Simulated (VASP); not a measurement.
A run of VASP 6.6.1 is set up as follows.

Contents of INCAR:

```
SYSTEM = CdTe
PREC = Accurate
ENCUT = 500
EDIFF = 1E-6
ISMEAR = 1
SIGMA = 0.02
LREAL = .FALSE.
LASPH = .TRUE.
NELM = 120
ALGO = Normal
ISIF = 2
LWAVE = .FALSE.
LCHARG = .FALSE.
GGA = CA
NBANDS = 16
GGA_COMPAT = .FALSE.
```

File KPOINTS:

```
regular mesh
0
G
  10 10 10
  0 0 0
```

File POSCAR:

```
CdTe
1.0
    0.0000000000      3.2048466081      3.2048466081
    3.2048466081      0.0000000000      3.2048466081
    3.2048466081      3.2048466081      0.0000000000
Cd Te
1 1
Direct
    0.0000000000      0.0000000000      0.0000000000
    0.2500000000      0.2500000000      0.2500000000
```

Potentials or basis: VASP PAW LDA potentials, release 64 (Cd, Te).

The run is started by

```console
$ cat potpaw_LDA.64/Cd/POTCAR potpaw_LDA.64/Te/POTCAR > POTCAR
$ mpirun -np 1 vasp_std > vasp.out
```

What does it give for the band gap on the k mesh?

0.65 eV, direct.

Predict the pressure.

0.2 GPa.

Caveat: spin-orbit coupling is left out, which moves the levels of the heavy elements.
